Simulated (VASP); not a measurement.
# Ge (Fd-3m) in VASP: single point with PBE

Aim: the single point of Ge with PBE.

Program: VASP 6.6.1. These are calculated values, not measurements. Logs are shortened: lines on timing, memory, paths and dates and some standing lists are left out, and cuts for length are marked.

**1. The cell of the first run**

It takes space group Fd-3m (No. 227, cubic). The conventional cell has a = 5.658 Å, b = 5.658 Å, c = 5.658 Å, α = 90.00°, β = 90.00°, γ = 90.00°. Within 3.2 Å of Ge (site symmetry -43m) lie 4 Ge at 2.45 Å.

**2. Single point, PBE**

INCAR reads:

```
PREC = Accurate
ENCUT = 500
EDIFF = 1E-6
ISMEAR = 0
SIGMA = 0.01
LREAL = False
LASPH = True
NELM = 120
ALGO = Normal
ISIF = 2
LWAVE = False
LCHARG = False
GGA = PE
NBANDS = 36
GGA_COMPAT = False
```

KPOINTS reads:

```
regular mesh
0
Gamma
  4 4 2
```

POSCAR reads:

```
Ge
1.0
    0.0000000000      2.8289100000      2.8289100000
    2.8289100000      0.0000000000      2.8289100000
    5.6578200000      5.6578200000      0.0000000000
Ge
4
Direct
    0.0000000000      0.0000000000      0.0000000000
    0.2500000000      0.2500000000      0.1250000000
    0.0000000000      0.0000000000      0.5000000000
    0.2500000000      0.2500000000      0.6250000000
```

Potentials or basis: VASP PAW PBE potentials, release 64 (Ge_d).

Started as:

```bash
$ cat potpaw_PBE.64/Ge_d/POTCAR > POTCAR
$ mpirun -np 1 vasp_std > vasp.out
```

OUTCAR:

```text
PREC = Accurate
   ENCUT = 500
   EDIFF = 1E-6
   ISMEAR = 0
   LREAL = False
   LASPH = True
   NELM = 120
   ISIF = 2
   GGA = PE

 ion  position               nearest neighbor table
   1  0.000  0.000  0.000-   2 2.45   4 2.45   2 2.45   2 2.45
   2  0.250  0.250  0.125-   1 2.45   1 2.45   1 2.45   3 2.45
   3  0.000  0.000  0.500-   2 2.45   4 2.45   4 2.45   4 2.45
   4  0.250  0.250  0.625-   3 2.45   3 2.45   1 2.45   3 2.45

  LATTYP: Found a trigonal (rhomboedric) cell.
 ALAT       =     6.9293860283
 COS(alpha) =     0.8333333333

  Lattice vectors:

 A1 = (   5.6578200000,   2.8289100000,  -2.8289100000)
 A2 = (   2.8289100000,   2.8289100000,  -5.6578200000)
 A3 = (   2.8289100000,   5.6578200000,  -2.8289100000)

Analysis of symmetry for initial positions (statically):
=====================================================================
 Subroutine PRICEL returns following result:

  LATTYP: Found a face centered cubic cell.
 ALAT       =     5.6578200000

  Lattice vectors:

 A1 = (   0.0000000000,   2.8289100000,   2.8289100000)
 A2 = (   2.8289100000,   0.0000000000,   2.8289100000)
 A3 = (   2.8289100000,   2.8289100000,   0.0000000000)

   2 primitive cells build up your supercell.

 Routine SETGRP: Setting up the symmetry group for a
 trigonal (rhombohedral) supercell.

 Subroutine GETGRP returns: Found 12 space group operations
 (whereof  6 operations were pure point group operations)
 out of a pool of 12 trial point group operations.

The static configuration has the point symmetry C_3v.
 The point group associated with its full space group is D_3d.

Analysis of symmetry for dynamics (positions and initial velocities):
=====================================================================
 Subroutine PRICEL returns following result:

  LATTYP: Found a face centered cubic cell.
 ALAT       =     5.6578200000

  Lattice vectors:

 A1 = (   0.0000000000,   2.8289100000,   2.8289100000)
 A2 = (   2.8289100000,   0.0000000000,   2.8289100000)
 A3 = (   2.8289100000,   2.8289100000,   0.0000000000)

   2 primitive cells build up your supercell.

 Routine SETGRP: Setting up the symmetry group for a
 trigonal (rhombohedral) supercell.

 Subroutine GETGRP returns: Found 12 space group operations
 (whereof  6 operations were pure point group operations)
 out of a pool of 12 trial point group operations.

The dynamic configuration has the point symmetry C_3v.
 The point group associated with its full space group is D_3d.

 Subroutine INISYM returns: Found 12 space group operations
 (whereof  6 operations are pure point group operations),
 and found     2 'primitive' translations

----------------------------------------------------------------------------------------

                                     Primitive cell

  volume of cell :      45.2780

  direct lattice vectors                    reciprocal lattice vectors
     0.000000000  2.828910000  2.828910000    -0.176746521  0.176746521  0.176746521
     2.828910000  0.000000000  2.828910000     0.176746521 -0.176746521  0.176746521
     2.828910000  2.828910000  0.000000000     0.176746521  0.176746521 -0.176746521

  length of vectors
     4.000682889  4.000682889  4.000682889     0.306133954  0.306133954  0.306133954

  position of ions in fractional coordinates (direct lattice)
     0.000000000  0.000000000  0.000000000
     0.250000000  0.250000000  0.250000000

  ion indices of the primitive-cell ions
   primitive index   ion index
                 1           1
                 2           2

----------------------------------------------------------------------------------------

 KPOINTS: regular mesh

Automatic generation of k-mesh.
 Grid dimensions read from file:
 generate k-points for:    4    4    2

 Generating k-lattice:

  Cartesian coordinates                     Fractional coordinates (reciprocal lattice)
    -0.044186630  0.044186630  0.044186630     0.250000000  0.000000000  0.000000000
     0.044186630 -0.044186630  0.044186630     0.000000000  0.250000000  0.000000000
     0.044186630  0.044186630 -0.044186630     0.000000000  0.000000000  0.500000000

  Length of vectors
     0.076533488  0.076533488  0.076533488

  Shift w.r.t. Gamma in fractional coordinates (k-lattice)
     0.000000000  0.000000000  0.000000000

 -----------------------------------------------------------------------------
|                                                                             |
|           W    W    AA    RRRRR   N    N  II  N    N   GGGG   !!!           |
|           W    W   A  A   R    R  NN   N  II  NN   N  G    G  !!!           |
|           W    W  A    A  R    R  N N  N  II  N N  N  G       !!!           |
|           W WW W  AAAAAA  RRRRR   N  N N  II  N  N N  G  GGG   !            |
|           WW  WW  A    A  R   R   N   NN  II  N   NN  G    G                |
|           W    W  A    A  R    R  N    N  II  N    N   GGGG   !!!           |
|                                                                             |
|     Your reciprocal lattice and k-lattice belong to different lattice       |
|     classes:                                                                |
|                                                                             |
|        The reciprocal lattice is rhombohedral (trigonal),                   |
|        whereas your k-lattice is body-centered cubic.                       |
|                                                                             |
|     Results are often still useful ...                                      |
|                                                                             |
 -----------------------------------------------------------------------------

 Subroutine IBZKPT returns following result:
 ===========================================

 Found      8 irreducible k-points:

 Following reciprocal coordinates:
            Coordinates               Weight
  0.000000  0.000000  0.000000      1.000000
  0.250000  0.000000  0.000000      6.000000
  0.500000  0.000000  0.000000      3.000000
  0.250000  0.250000  0.000000      6.000000
  0.500000  0.250000  0.000000      6.000000
 -0.250000  0.250000  0.000000      6.000000
  0.000000  0.000000  0.500000      1.000000
  0.500000  0.000000  0.500000      3.000000
   k-points           NKPTS =      8   k-points in BZ     NKDIM =      8   number of bands    NBANDS=     36
   number of dos      NEDOS =    301   number of ions     NIONS =      4
   total plane-waves  NPLWV =  54000
   dimension x,y,z NGX =    30 NGY =   30 NGZ =   60
   dimension x,y,z NGXF=    60 NGYF=   60 NGZF=  120
   ions per type =               4
   NGX,Y,Z   is equivalent  to a cutoff of  12.47, 12.47, 12.47 a.u.
   NGXF,Y,Z  is equivalent  to a cutoff of  24.93, 24.93, 24.93 a.u.
 SYSTEM =  unknown system
   PREC   = accura    normal or accurate (medium, high low for compatibility)
   ISTART =      0    job   : 0-new  1-cont  2-samecut
   ICHARG =      2    charge: 1-file 2-atom 10-const
   ISPIN  =      1    spin polarized calculation?
   LNONCOLLINEAR =      F non collinear calculations
   LSORBIT =      F    spin-orbit coupling
   LASPH  =      T    aspherical Exc in radial PAW
   ENCUT  =  500.0 eV  36.75 Ry    6.06 a.u.   7.29  7.29 14.59*2*pi/ulx,y,z
   NELM   =    120;   NELMIN=  2; NELMDL= -5     # of ELM steps
   EDIFF  = 0.1E-05   stopping-criterion for ELM
   LREAL  =      F    real-space projection
   EDIFFG = 0.1E-04   stopping-criterion for IOM
   NSW    =      0    number of steps for IOM
   IBRION =     -1    ionic relax: 0-MD 1-quasi-New 2-CG
   NFREE  =      0    steps in history (QN), initial steepest desc. (CG)
   ISIF   =      2    stress and relaxation
   ISYM   =      2    0-nonsym 1-usesym 2-fastsym
   POTIM  = 0.5000    time-step for ionic-motion
   TEBEG  =    0.0;   TEEND  =   0.0 temperature during run
   PSTRESS=    0.0 pullay stress
   NELECT =      56.0000    total number of electrons
   NUPDOWN=      -1.0000    fix difference up-down
   EMIN   =  10.00;   EMAX   =-10.00  energy-range for DOS
   EFERMI =   0.00;   METHOD = LEGACY
   ISMEAR =     0;   SIGMA  =   0.01  broadening in eV -4-tet -1-fermi 0-gaus
   EFERMI_NEDOS =   21; number of points for ismear=-14 and -15
   IALGO  =     38    algorithm
   IMIX   =      4    mixing-type and parameters
     AMIX     =   0.40;   BMIX     =  1.00
     AMIX_MAG =   1.60;   BMIX_MAG =  1.00
  volume/ion in A,a.u.               =      22.64       152.78
  Fermi-wavevector in a.u.,A,eV,Ry     =   1.394756  2.635708 26.468033  1.945346
  Thomas-Fermi vector in A             =   2.518275
   LORBIT       =      0    0 simple, 1 ext, 2 COOP (PROOUT), +10 PAW based schemes
   GGA     = PE    functional components
   LHFCALC =     F    Hartree Fock is set to
   AEXX    =    0.0000 exact exchange contribution
   IVDW    =     0    specifies the selected vdW correction
   LEPSILON=     F    determine dielectric tensor
   LRPA    =     F    only Hartree local field effects (RPA)
 non-spin polarized calculation
 Gauss-broadening in eV      SIGMA  =   0.01
  energy-cutoff  :      500.00
  volume of cell :       90.56
 maximum number of plane-waves:      2320
 NGX is ok and might be reduce to    30
   NGX = 15   NGY = 15   NGZ = 29

 number of electron      56.0000044 magnetization

 Free energy of the ion-electron system (eV)
  ---------------------------------------------------
  ext. energy  EPLUGINS =         0.00000000
  ---------------------------------------------------
  free energy    TOTEN  =       -17.49678220 eV

  energy without entropy =      -17.49676957  energy(sigma->0) =      -17.49677588

 E-fermi :   5.0570     XC(G=0):  -9.8890

 val. band max:        5.0360975279   @ k =   0.0000   0.0000   0.0000
 cond. band min:       5.0754118639   @ k =   0.0000   0.0000   0.0000
 fundamental gap:      0.0393143360
 Fermi energy:         5.0570155581

 k-point     1 :       0.0000    0.0000    0.0000
  band No.  band energies     occupation
      1     -19.7949      2.00000
      2     -19.7949      2.00000
      3     -19.7704      2.00000
      4     -19.7704      2.00000
      5     -19.7704      2.00000
      6     -19.7530      2.00000
[... 28 lines left out ...]
     35       8.7676      0.00000
     36      11.4823      0.00000
[... 242 lines left out ...]
      6     -19.7332      2.00000
[... 28 lines left out ...]
     35      11.2428      0.00000
     36      11.2428      0.00000

------------------------ aborting loop because EDIFF is reached ----------------------------------------

  FORCE on cell =-STRESS in cart. coord.  units (eV):
  Direction    XX          YY          ZZ          XY          YZ          ZX
  --------------------------------------------------------------------------------------
  -------------------------------------------------------------------------------------
  Total        1.9891048      1.9891048      1.9891048     -0.0000414      0.0000414      0.0000414
  in kB       35.1925612     35.1925612     35.1925612     -0.0007321      0.0007321      0.0007321
  external PRESSURE =      35.1925612 kB  Pullay stress =       0.0000000 kB

 VOLUME and BASIS-vectors are now :
 -----------------------------------------------------------------------------
  energy-cutoff  :      500.00
  volume of cell :       90.56
      direct lattice vectors                 reciprocal lattice vectors
     0.000000000  2.828910000  2.828910000    -0.176746521  0.176746521  0.176746521
     2.828910000  0.000000000  2.828910000     0.176746521 -0.176746521  0.176746521
     5.657820000  5.657820000  0.000000000     0.088373260  0.088373260 -0.088373260

 POSITION                                       TOTAL-FORCE (eV/Angst)
 -----------------------------------------------------------------------------------
      0.00000      0.00000      0.00000         0.000002      0.000002     -0.000002
      1.41446      1.41446      1.41446        -0.000002     -0.000002      0.000002
      2.82891      2.82891      0.00000         0.000002      0.000002     -0.000002
      4.24336      4.24336      1.41446        -0.000002     -0.000002      0.000002
 -----------------------------------------------------------------------------------
    total drift:                                0.000000      0.000000     -0.000000

  FREE ENERGIE OF THE ION-ELECTRON SYSTEM (eV)
  ---------------------------------------------------
  free  energy   TOTEN  =       -17.4967821984 eV

  energy  without entropy=      -17.4967695692  energy(sigma->0) =      -17.49677588
```

Wall time 33 s (1 thread of Intel Xeon Platinum 8375C at 2.90GHz (Ice Lake), shared host); peak memory 0.21 GiB.

What came out:

```
Free energy            : -17.4968 eV
Pressure               : 3.5 GPa
Band gap on the k mesh : 0.04 eV
```

Levels at points of the mesh, in eV from the valence-band top:
```
           k point  band 24  band 25  band 26  band 27  band 28  band 29  band 30  band 31  band 32  band 33
(0.00, 0.00, 0.00)    -1.41    -1.41     0.00     0.00     0.00     0.04     0.18     2.54     2.54     2.54
(0.50, 0.00, 0.00)    -7.60    -3.08    -3.08    -1.41    -1.41     0.18     0.75     0.75     3.73     3.73
(0.00, 0.00, 0.50)    -4.72    -0.89    -0.89    -0.89    -0.89     0.67     0.67     3.62     3.62     3.62
(0.50, 0.00, 0.50)    -7.38    -3.73    -3.73    -2.41    -2.41     1.41     1.41     4.22     4.22     5.45
```

Caveat: the k points lie up to 0.48 Å⁻¹ apart; semilocal functionals underestimate gaps, and a narrow one can read as zero. A k mesh can miss the band edges.
